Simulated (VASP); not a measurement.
# SiNi (Pmmn) in VASP: a series of runs

The runs below take SiNi through single point, with PBE.

Everything below comes from runs of VASP 6.6.1. Logs are shortened: lines on timing, memory, paths and dates and some standing lists are left out, and cuts for length are marked.

## Step 1: The cell of the first run

Symmetry: Pmmn, No. 59, orthorhombic system. The conventional cell has a = 3.027 Å, b = 3.273 Å, c = 4.698 Å, α = 90.00°, β = 90.00°, γ = 90.00°. Ni (site symmetry mm2) has 6 Si at 2.34 to 2.40 Å and 6 Ni at 2.67 to 3.03 Å within 3.1 Å. Si (site symmetry mm2) has 6 Ni at 2.34 to 2.40 Å and 6 Si at 2.68 to 3.03 Å within 3.1 Å.

## Step 2: Single point, PBE

The input, INCAR:

```
PREC = Accurate ; ENCUT = 520
EDIFF = 1E-7 ; ISMEAR = 0
SIGMA = 0.05 ; LREAL = False
LASPH = True ; NELM = 60
ALGO = Normal ; ISIF = 2
LWAVE = False ; LCHARG = True
GGA = PE ; LELF = True
LVHAR = True ; NBANDS = 22
```

The input, KPOINTS:

```
regular mesh
0
Gamma
  9 9 6
```

The input, POSCAR:

```
SiNi
1.0
    3.0266200000      0.0000000000      0.0000000000
    0.0000000000      3.2735000000      0.0000000000
    0.0000000000      0.0000000000      4.6977600000
Ni Si
2 2
Direct
    0.5000000000      0.5000000000      0.3442200000
    0.0000000000      0.0000000000      0.6557800000
    0.5000000000      0.5000000000      0.8423000000
    0.0000000000      0.0000000000      0.1577000000
```

Potentials or basis: VASP PAW PBE potentials, release 64 (Ni, Si).

Run with:

```console
$ cat potpaw_PBE.64/Ni/POTCAR potpaw_PBE.64/Si/POTCAR > POTCAR
$ mpirun -np 1 vasp_std > vasp.out
```

OUTCAR:

```text
PREC = Accurate
   ENCUT = 520
   EDIFF = 1E-7
   ISMEAR = 0
   LREAL = False
   LASPH = True
   NELM = 60
   ISIF = 2
   GGA = PE

 ion  position               nearest neighbor table
   1  0.500  0.500  0.344-   3 2.34   3 2.36   4 2.40   4 2.40   4 2.40   4 2.40   2 2.67   2 2.67
                             2 2.67   2 2.67
   2  0.000  0.000  0.656-   4 2.34   4 2.36   3 2.40   3 2.40   3 2.40   3 2.40   1 2.67   1 2.67
                             1 2.67   1 2.67
   3  0.500  0.500  0.842-   1 2.34   1 2.36   2 2.40   2 2.40   2 2.40   2 2.40   4 2.68   4 2.68
                             4 2.68   4 2.68
   4  0.000  0.000  0.158-   2 2.34   2 2.36   1 2.40   1 2.40   1 2.40   1 2.40   3 2.68   3 2.68
                             3 2.68   3 2.68

  LATTYP: Found a simple orthorhombic cell.
 ALAT       =     3.0266200000
 B/A-ratio  =     1.0815695396
 C/A-ratio  =     1.5521472798

  Lattice vectors:

 A1 = (   3.0266200000,   0.0000000000,   0.0000000000)
 A2 = (   0.0000000000,   3.2735000000,   0.0000000000)
 A3 = (   0.0000000000,   0.0000000000,   4.6977600000)

Analysis of symmetry for initial positions (statically):
=====================================================================
 Subroutine PRICEL returns:
 Original cell was already a primitive cell.

 Routine SETGRP: Setting up the symmetry group for a
 simple orthorhombic supercell.

 Subroutine GETGRP returns: Found  8 space group operations
 (whereof  4 operations were pure point group operations)
 out of a pool of  8 trial point group operations.

The static configuration has the point symmetry C_2v.
 The point group associated with its full space group is D_2h.

Analysis of symmetry for dynamics (positions and initial velocities):
=====================================================================
 Subroutine PRICEL returns:
 Original cell was already a primitive cell.

 Routine SETGRP: Setting up the symmetry group for a
 simple orthorhombic supercell.

 Subroutine GETGRP returns: Found  8 space group operations
 (whereof  4 operations were pure point group operations)
 out of a pool of  8 trial point group operations.

The dynamic configuration has the point symmetry C_2v.
 The point group associated with its full space group is D_2h.

 Subroutine INISYM returns: Found  8 space group operations
 (whereof  4 operations are pure point group operations),
 and found     1 'primitive' translations

----------------------------------------------------------------------------------------

[... 93 lines left out ...]
   LASPH  =      T    aspherical Exc in radial PAW
   ENCUT  =  520.0 eV  38.22 Ry    6.18 a.u.   5.63  6.09  8.73*2*pi/ulx,y,z
   NELM   =     60;   NELMIN=  2; NELMDL= -5     # of ELM steps
   EDIFF  = 0.1E-06   stopping-criterion for ELM
   LREAL  =      F    real-space projection
   EDIFFG = 0.1E-05   stopping-criterion for IOM
   NSW    =      0    number of steps for IOM
   IBRION =     -1    ionic relax: 0-MD 1-quasi-New 2-CG
   NFREE  =      0    steps in history (QN), initial steepest desc. (CG)
   ISIF   =      2    stress and relaxation
   ISYM   =      2    0-nonsym 1-usesym 2-fastsym
   POTIM  = 0.5000    time-step for ionic-motion
   TEBEG  =    0.0;   TEEND  =   0.0 temperature during run
   PSTRESS=    0.0 pullay stress
   NELECT =      28.0000    total number of electrons
   NUPDOWN=      -1.0000    fix difference up-down
   EMIN   =  10.00;   EMAX   =-10.00  energy-range for DOS
   EFERMI =   0.00;   METHOD = LEGACY
   ISMEAR =     0;   SIGMA  =   0.05  broadening in eV -4-tet -1-fermi 0-gaus
   EFERMI_NEDOS =   21; number of points for ismear=-14 and -15
   IALGO  =     38    algorithm
   IMIX   =      4    mixing-type and parameters
     AMIX     =   0.40;   BMIX     =  1.00
     AMIX_MAG =   1.60;   BMIX_MAG =  1.00
  volume/ion in A,a.u.               =      11.64        78.52
  Fermi-wavevector in a.u.,A,eV,Ry     =   1.381997  2.611596 25.985987  1.909916
  Thomas-Fermi vector in A             =   2.506729
   LORBIT       =      0    0 simple, 1 ext, 2 COOP (PROOUT), +10 PAW based schemes
   GGA     = PE    functional components
   LHFCALC =     F    Hartree Fock is set to
   AEXX    =    0.0000 exact exchange contribution
   IVDW    =     0    specifies the selected vdW correction
   LEPSILON=     F    determine dielectric tensor
   LRPA    =     F    only Hartree local field effects (RPA)
 non-spin polarized calculation
 Gauss-broadening in eV      SIGMA  =   0.05
  energy-cutoff  :      520.00
  volume of cell :       46.54
 maximum number of plane-waves:      1269
 NGX is ok and might be reduce to    24
   NGX = 11   NGY = 13   NGZ = 17

 number of electron      28.0000015 magnetization

 Free energy of the ion-electron system (eV)
  ---------------------------------------------------
  ext. energy  EPLUGINS =         0.00000000
  ---------------------------------------------------
  free energy    TOTEN  =       -23.60984872 eV

  energy without entropy =      -23.60775739  energy(sigma->0) =      -23.60880306

 E-fermi :  11.2848     XC(G=0): -12.4564

 val. band max:       11.2764140736   @ k =   0.4444   0.4444   0.3333
 cond. band min:      11.2923035708   @ k =   0.2222   0.2222   0.1667
 fundamental gap:      0.0158894973
 Fermi energy:        11.2848137338

 k-point     1 :       0.0000    0.0000    0.0000
  band No.  band energies     occupation
      1      -2.5567      2.00000
      2       3.1838      2.00000
      3       4.8355      2.00000
      4       7.1532      2.00000
      5       7.7510      2.00000
      6       8.2945      2.00000
[... 589 lines left out ...]
     21      17.3950      0.00000
     22      18.1696      0.00000

 [... further k-points ...]
[... 5 lines left out ...]
  --------------------------------------------------------------------------------------
  -------------------------------------------------------------------------------------
  Total        0.0953725      0.6430557      0.3576964      0.0000000      0.0000000      0.0000000
  in kB        3.2830126     22.1359465     12.3130049      0.0000000      0.0000000      0.0000000
  external PRESSURE =      12.5773213 kB  Pullay stress =       0.0000000 kB

 VOLUME and BASIS-vectors are now :
 -----------------------------------------------------------------------------
  energy-cutoff  :      520.00
  volume of cell :       46.54
      direct lattice vectors                 reciprocal lattice vectors
     3.026620000  0.000000000  0.000000000     0.330401570  0.000000000  0.000000000
     0.000000000  3.273500000  0.000000000     0.000000000  0.305483428  0.000000000
     0.000000000  0.000000000  4.697760000     0.000000000  0.000000000  0.212867409

 POSITION                                       TOTAL-FORCE (eV/Angst)
 -----------------------------------------------------------------------------------
      1.51331      1.63675      1.61706         0.000000      0.000000     -0.122723
      0.00000      0.00000      3.08070         0.000000      0.000000      0.122723
      1.51331      1.63675      3.95692         0.000000      0.000000      0.090734
      0.00000      0.00000      0.74084         0.000000      0.000000     -0.090734
 -----------------------------------------------------------------------------------
    total drift:                                0.000000      0.000000      0.000000

  FREE ENERGIE OF THE ION-ELECTRON SYSTEM (eV)
  ---------------------------------------------------
  free  energy   TOTEN  =       -23.6098487218 eV

  energy  without entropy=      -23.6077573933  energy(sigma->0) =      -23.60880306
```

OSZICAR:

```text
N       E                     dE             d eps       ncg     rms          rms(c)
DAV:   1     0.142246944789E+03    0.14225E+03   -0.12332E+04  4408   0.150E+03
DAV:   2    -0.190601085863E+02   -0.16131E+03   -0.15219E+03  4460   0.285E+02
DAV:   3    -0.268467330633E+02   -0.77866E+01   -0.75847E+01  5324   0.746E+01
DAV:   4    -0.270189106165E+02   -0.17218E+00   -0.17190E+00  5074   0.101E+01
DAV:   5    -0.270241515120E+02   -0.52409E-02   -0.52404E-02  5462   0.187E+00    0.195E+01
DAV:   6    -0.321233268303E+02   -0.50992E+01   -0.56278E+01  5164   0.143E+02    0.269E+01
DAV:   7    -0.236599869348E+02    0.84633E+01   -0.20479E+01  5112   0.904E+01    0.393E+00
DAV:   8    -0.236502720725E+02    0.97149E-02   -0.19057E+00  6708   0.149E+01    0.239E+00
DAV:   9    -0.236104869217E+02    0.39785E-01   -0.17751E-01  5982   0.612E+00    0.442E-01
DAV:  10    -0.236103041813E+02    0.18274E-03   -0.49823E-03  6312   0.867E-01    0.287E-01
DAV:  11    -0.236098615630E+02    0.44262E-03   -0.74868E-04  6860   0.407E-01    0.496E-02
DAV:  12    -0.236098579647E+02    0.35983E-05   -0.51742E-05  5136   0.548E-02    0.290E-02
DAV:  13    -0.236098488031E+02    0.91616E-05   -0.10452E-05  6898   0.476E-02    0.602E-03
DAV:  14    -0.236098489730E+02   -0.16989E-06   -0.20603E-06  5112   0.933E-03    0.274E-03
DAV:  15    -0.236098485777E+02    0.39534E-06   -0.14573E-07  3606   0.442E-03    0.105E-03
DAV:  16    -0.236098487142E+02   -0.13657E-06   -0.39914E-08  2914   0.281E-03    0.318E-04
DAV:  17    -0.236098487218E+02   -0.75756E-08   -0.15410E-08  2824   0.173E-03
   1 F= -.23609849E+02 E0= -.23608803E+02  d E =-.209133E-02
```

It took 34 s on 1 thread of Intel Xeon 6975P-C (Granite Rapids), shared host; peak memory 0.21 GiB.

What came out:

```
Free energy            : -23.6098 eV
Pressure               : 1.3 GPa
Largest force          : 0.123 eV/Å
Band gap on the k mesh : zero (band 14 reaches 13.19 eV, above the bottom of band 15 at 10.90 eV)
```

Forces in eV/Å, atoms in the order of the input:
```
Ni   0.000  0.000 -0.123
Ni   0.000  0.000  0.123
Si   0.000  0.000  0.091
Si   0.000  0.000 -0.091
```

Stress tensor (GPa, compression positive):
```
0.33 0.00 0.00
0.00 2.21 0.00
0.00 0.00 1.23
```

Levels at points of the mesh, in eV from the Fermi level:
```csv
k point,band 12,band 13,band 14,band 15,band 16,band 17
"(0.00, 0.00, 0.00)",-1.96,-1.96,-1.09,0.74,2.93,5.07
"(0.00, 0.00, 0.50)",-2.01,1.24,1.91,2.20,2.50,2.55
```

## Step 3: Single point, PBE, collinear spin, zero start

The input, INCAR:

```
PREC = Accurate
ENCUT = 520
EDIFF = 1E-7
ISMEAR = 0
SIGMA = 0.05
LREAL = F
LASPH = T
NELM = 150
ALGO = Normal
ISIF = 2
LWAVE = F
LCHARG = F
ISPIN = 2
MAGMOM = 0 0 0 0
LORBIT = 11
LMAXMIX = 4
GGA = PE
NBANDS = 26
```

KPOINTS is that of step 2.

POSCAR is that of step 2.

Potentials or basis: VASP PAW PBE potentials, release 64 (Ni, Si).

Run with:

```console
$ cat potpaw_PBE.64/Ni/POTCAR potpaw_PBE.64/Si/POTCAR > POTCAR
$ mpirun -np 1 vasp_std > vasp.out
```

It took 2.4 min on 1 thread of Intel Xeon 6975P-C, shared host; peak memory 0.29 GiB.

The run converged. Its results:

* Free energy: -23.6098 eV
* Pressure: 1.3 GPa
* Largest force: 0.123 eV/Å
* Band gap on the k mesh: zero (filled and empty bands overlap)
* Net moment: 0.00 μB per cell
* Valence electrons inside the program's atomic spheres: Ni 9.53; Si 1.60

Forces on the atoms (eV/Å):
```
Ni   0.000  0.000 -0.123
Ni   0.000  0.000  0.123
Si   0.000  0.000  0.091
Si   0.000  0.000 -0.091
```

Stress tensor (GPa, compression positive):
```
0.34 0.00 0.00
0.00 2.23 0.00
0.00 0.00 1.25
```

Levels at points of the mesh, in eV from the Fermi level:
Spin up:
```tsv
k point	band 11	band 12	band 13	band 14	band 15	band 16	band 17	band 18
(0.00, 0.00, 0.00)	-2.33	-1.96	-1.96	-1.09	0.74	2.93	5.07	5.33
(0.00, 0.00, 0.50)	-2.68	-2.01	1.24	1.91	2.20	2.50	2.55	3.60
```
Spin down:
| k point | band 12 | band 13 | band 14 | band 15 | band 16 | band 17 |
| --- | --- | --- | --- | --- | --- | --- |
| (0.00, 0.00, 0.00) | -1.96 | -1.96 | -1.09 | 0.74 | 2.93 | 5.07 |
| (0.00, 0.00, 0.50) | -2.01 | 1.24 | 1.91 | 2.20 | 2.50 | 2.55 |

## Step 4: Single point, PBE, collinear spin, ferromagnetic start

The input, INCAR:

```
SYSTEM = SiNi
PREC     = Accurate       ! precision mode
ENCUT    = 520            ! plane-wave cutoff, eV
EDIFF    = 1E-6           ! SCF threshold, eV
ISMEAR   = 0              ! smearing method
SIGMA    = 0.05           ! smearing width, eV
LREAL    = .FALSE.        ! projectors in reciprocal space
LASPH    = .TRUE.         ! aspherical terms in the spheres
NELM     = 150            ! most SCF steps
ALGO     = Normal         ! electronic algorithm
ISIF     = 2              ! what is computed and relaxed
LWAVE    = .FALSE.        ! write WAVECAR
LCHARG   = .TRUE.         ! write CHGCAR
ISPIN    = 2              ! spin polarisation
MAGMOM   = 2 2 0 0        ! initial moments
LORBIT   = 11             ! projections on sites
LMAXMIX  = 4              ! l up to which the mixer works
GGA      = PE             ! functional
LELF     = .TRUE.         ! ELF
LVHAR    = .TRUE.       
NBANDS   = 26             ! bands
```

The input, KPOINTS:

```
Automatic mesh
0
G
  9 9 6
  0 0 0
```

POSCAR is that of step 3.

Potentials or basis: VASP PAW PBE potentials, release 64 (Ni, Si).

Run with:

```console
$ cat potpaw_PBE.64/Ni/POTCAR potpaw_PBE.64/Si/POTCAR > POTCAR
$ mpirun -np 1 vasp_std > vasp.out
```

OUTCAR:

```text
SYSTEM = SiNi
   PREC = Accurate
   ENCUT = 520
   EDIFF = 1E-6
   ISMEAR = 0
   LREAL = .FALSE.
   LASPH = .TRUE.
   NELM = 150
   ISIF = 2
   ISPIN = 2
   LORBIT = 11
   GGA = PE

 ion  position               nearest neighbor table
   1  0.500  0.500  0.344-   3 2.34   3 2.36   4 2.40   4 2.40   4 2.40   4 2.40   2 2.67   2 2.67
                             2 2.67   2 2.67
   2  0.000  0.000  0.656-   4 2.34   4 2.36   3 2.40   3 2.40   3 2.40   3 2.40   1 2.67   1 2.67
                             1 2.67   1 2.67
   3  0.500  0.500  0.842-   1 2.34   1 2.36   2 2.40   2 2.40   2 2.40   2 2.40   4 2.68   4 2.68
                             4 2.68   4 2.68
   4  0.000  0.000  0.158-   2 2.34   2 2.36   1 2.40   1 2.40   1 2.40   1 2.40   3 2.68   3 2.68
                             3 2.68   3 2.68

  LATTYP: Found a simple orthorhombic cell.
 ALAT       =     3.0266200000
 B/A-ratio  =     1.0815695396
 C/A-ratio  =     1.5521472798

  Lattice vectors:

 A1 = (   3.0266200000,   0.0000000000,   0.0000000000)
 A2 = (   0.0000000000,   3.2735000000,   0.0000000000)
 A3 = (   0.0000000000,   0.0000000000,   4.6977600000)

Analysis of symmetry for initial positions (statically):
[... 1601 lines left out ...]

 [... further k-points ...]
[... 5 lines left out ...]
  --------------------------------------------------------------------------------------
  -------------------------------------------------------------------------------------
  Total        0.1066914      0.6547028      0.3695597      0.0000000      0.0000000      0.0000000
  in kB        3.6726459     22.5368762     12.7213776      0.0000000      0.0000000      0.0000000
  external PRESSURE =      12.9769666 kB  Pullay stress =       0.0000000 kB

 VOLUME and BASIS-vectors are now :
 -----------------------------------------------------------------------------
  energy-cutoff  :      520.00
  volume of cell :       46.54
      direct lattice vectors                 reciprocal lattice vectors
     3.026620000  0.000000000  0.000000000     0.330401570  0.000000000  0.000000000
     0.000000000  3.273500000  0.000000000     0.000000000  0.305483428  0.000000000
     0.000000000  0.000000000  4.697760000     0.000000000  0.000000000  0.212867409

 POSITION                                       TOTAL-FORCE (eV/Angst)
 -----------------------------------------------------------------------------------
      1.51331      1.63675      1.61706         0.000000      0.000000     -0.122712
      0.00000      0.00000      3.08070         0.000000      0.000000      0.122712
      1.51331      1.63675      3.95692         0.000000      0.000000      0.090742
      0.00000      0.00000      0.74084         0.000000      0.000000     -0.090742
 -----------------------------------------------------------------------------------
    total drift:                                0.000000      0.000000      0.000000

  FREE ENERGIE OF THE ION-ELECTRON SYSTEM (eV)
  ---------------------------------------------------
  free  energy   TOTEN  =       -23.6098487551 eV

  energy  without entropy=      -23.6077575870  energy(sigma->0) =      -23.60880317

 total charge

# of ion       s       p       d       tot
------------------------------------------
    1        0.473   0.597   8.461   9.531
    2        0.473   0.597   8.461   9.531
    3        0.750   0.852   0.000   1.603
    4        0.750   0.852   0.000   1.603
--------------------------------------------------
tot          2.447   2.898  16.922  22.267

 magnetization (x)

# of ion       s       p       d       tot
------------------------------------------
    1       -0.000  -0.000   0.000   0.000
    2       -0.000  -0.000   0.000   0.000
    3       -0.000   0.000   0.000  -0.000
    4       -0.000   0.000   0.000  -0.000
--------------------------------------------------
tot         -0.000   0.000   0.000   0.000
```

OSZICAR:

```text
N       E                     dE             d eps       ncg     rms          rms(c)
DAV:   1     0.147483901624E+03    0.14748E+03   -0.11855E+04 10424   0.127E+03
DAV:   2    -0.163248289217E+02   -0.16381E+03   -0.15129E+03 10532   0.261E+02
DAV:   3    -0.257967854550E+02   -0.94720E+01   -0.91198E+01 12474   0.707E+01
DAV:   4    -0.259918032488E+02   -0.19502E+00   -0.19441E+00 12314   0.916E+00
DAV:   5    -0.259969263127E+02   -0.51231E-02   -0.51221E-02 12652   0.157E+00    0.231E+01
DAV:   6    -0.324550501505E+02   -0.64581E+01   -0.44748E+01 12562   0.123E+02    0.274E+01
DAV:   7    -0.236354930898E+02    0.88196E+01   -0.18679E+01 12546   0.791E+01    0.373E+00
DAV:   8    -0.236483172150E+02   -0.12824E-01   -0.11993E+00 15418   0.111E+01    0.243E+00
DAV:   9    -0.236112159721E+02    0.37101E-01   -0.15301E-01 14278   0.526E+00    0.652E-01
DAV:  10    -0.236103274204E+02    0.88855E-03   -0.54000E-03 14896   0.801E-01    0.340E-01
DAV:  11    -0.236099703099E+02    0.35711E-03   -0.56308E-04 15464   0.201E-01    0.203E-01
DAV:  12    -0.236098556916E+02    0.11462E-03   -0.20881E-04 14992   0.210E-01    0.598E-02
DAV:  13    -0.236098521637E+02    0.35279E-05   -0.24810E-05 14910   0.614E-02    0.268E-02
DAV:  14    -0.236098502181E+02    0.19456E-05   -0.13455E-06  8006   0.143E-02    0.105E-02
DAV:  15    -0.236098490413E+02    0.11768E-05   -0.71703E-07  5906   0.970E-03    0.354E-03
DAV:  16    -0.236098487551E+02    0.28622E-06   -0.49722E-07  5676   0.474E-03
   1 F= -.23609849E+02 E0= -.23608803E+02  d E =-.209117E-02  mag=    -0.0000
```

It took 3.5 min on 1 thread of Intel Xeon 6975P-C, shared host; peak memory 0.29 GiB.

What came out:

| Item | Value |
| --- | --- |
| Free energy | -23.6098 eV |
| Pressure | 1.3 GPa |
| Largest force | 0.123 eV/Å |
| Band gap on the k mesh | zero (filled and empty bands overlap) |
| Net moment | 0.00 μB per cell |
| Valence electrons inside the program's atomic spheres | Ni 9.53; Si 1.60 |

Forces on the atoms (eV/Å):
```
Ni   0.000  0.000 -0.123
Ni   0.000  0.000  0.123
Si   0.000  0.000  0.091
Si   0.000  0.000 -0.091
```

Caveat: the starting moments collapsed, and a magnetic state may lie lower.
